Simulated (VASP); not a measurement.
C, 12 atoms in the cell. Symmetry: Immm, No. 71, orthorhombic system. Conventional cell: a = 3.356 Å, b = 10.607 Å, c = 10.661 Å, α = 90.00°, β = 90.00°, γ = 90.00°. C (site symmetry m) has 3 C at 1.42 to 1.68 Å within 1.9 Å. Within 1.7 Å of C (site symmetry m) lie 3 C at 1.29 to 1.44 Å. Within 1.9 Å of C (site symmetry m) lie 4 C at 1.44 to 1.72 Å. 

| Item | Value |
| --- | --- |
| Program | VASP 6.6.1 |
| Task | single point |
| Functional | PBE |
| Potentials or basis | VASP PAW PBE potentials, release 64 (C) |
| Cutoff | 520 eV |
| k mesh | 12 × 12 × 12 |
| Occupations | gaussian, width 0.02 eV |
| Spin | no spin polarisation |
| Dipole correction | no |
| Further INCAR settings | ALGO = Normal; EDIFF = 1e-06; NBANDS = 36 |

Potentials or basis: VASP PAW PBE potentials, release 64 (C).

The run is started by

```console
$ cat potpaw_PBE.64/C/POTCAR > POTCAR
$ mpirun -np 1 vasp_std > vasp.out
```

Hardware: 1 × NVIDIA H100 80GB with 1 thread of AMD EPYC 7R13 Processor (Zen 3) (shared host).

Task: How long does it take, and how much memory?

Result: Run time: 6.3 min on 1 × NVIDIA H100 80GB with 1 thread of AMD EPYC 7R13 Processor (Zen 3) (shared host), peak memory 2.3 GiB. Counts: scf iterations 14, k points 280.
